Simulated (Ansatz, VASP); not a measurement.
K: VASP beside Ansatz

INCAR

```
SYSTEM = K
ALGO     = Normal         ! electronic algorithm
EDIFF    = 1E-6           ! SCF threshold, eV
ENCUT    = 520            ! plane-wave cutoff, eV
GGA      = RP             ! functional
ISIF     = 2              ! what is computed and relaxed
ISMEAR   = -1             ! smearing method
LASPH    = .TRUE.         ! aspherical terms in the spheres
LCHARG   = .FALSE.        ! write CHGCAR
LREAL    = .FALSE.        ! projectors in reciprocal space
LWAVE    = .FALSE.        ! write WAVECAR
NBANDS   = 16             ! bands
NELM     = 100            ! most SCF steps
PREC     = Accurate       ! precision mode
SIGMA    = 0.1            ! smearing width, eV
```

File KPOINTS:

```
k-points
0
G
  6 6 6
  0 0 0
```

File POSCAR:

```
K
1.0
    0.0000000000      4.9166168030      4.9166168030
    4.9166168030      0.0000000000      4.9166168030
    4.9166168030      4.9166168030      0.0000000000
K
2
Direct
    0.1250000000      0.1250000000      0.1250000000
    0.8750000000      0.8750000000      0.8750000000
```

Input for Ansatz:

```yaml
crystal:
  lattice:
    - [0.0, 4.916616803, 4.916616803]
    - [4.916616803, 0.0, 4.916616803]
    - [4.916616803, 4.916616803, 0.0]
  atoms:
    - { symbol: K, position: [0.125, 0.125, 0.125] }
    - { symbol: K, position: [0.875, 0.875, 0.875] }
hamiltonian:
  xc: rpbe
  pseudopotentials:
    kind: paw
    azcp:
      K: "pseudopotentials/K.paw.azcp"
basis:
  ecutwfc: 420
  fft_grid_basis: typed
kpoints:
  mp_grid: { grid: [6, 6, 6], shift: [0, 0, 0] }
magnetization:
  spin_polarized: false
scf:
  occupations: { method: fermi_dirac, width: 0.1 }
  lower_state_search: "off"
output:
  stress: true
  write_density: true
  write_potential: true
  elf: true
  volumetric_format: npy
```

Alike in both runs: task single point; functional RPBE; k mesh 6 × 6 × 6; occupations fermi-dirac, width 0.1 eV; no spin polarisation.

|  | VASP | Ansatz |
| --- | --- | --- |
| version | VASP 6.6.1 | Ansatz 0.2.0 |
| potentials or method | VASP PAW PBE potentials, release 64 (K_sv), cutoff 520 eV | plane waves (420 eV) with PAW, scalar-relativistic |
| valence electrons in the cell | 18 | 18 |

```csv
,VASP,Ansatz,Ansatz less VASP
pressure (GPa),0.0,0.1,+0.01
```

VASP's potentials were made for PBE, not for RPBE.
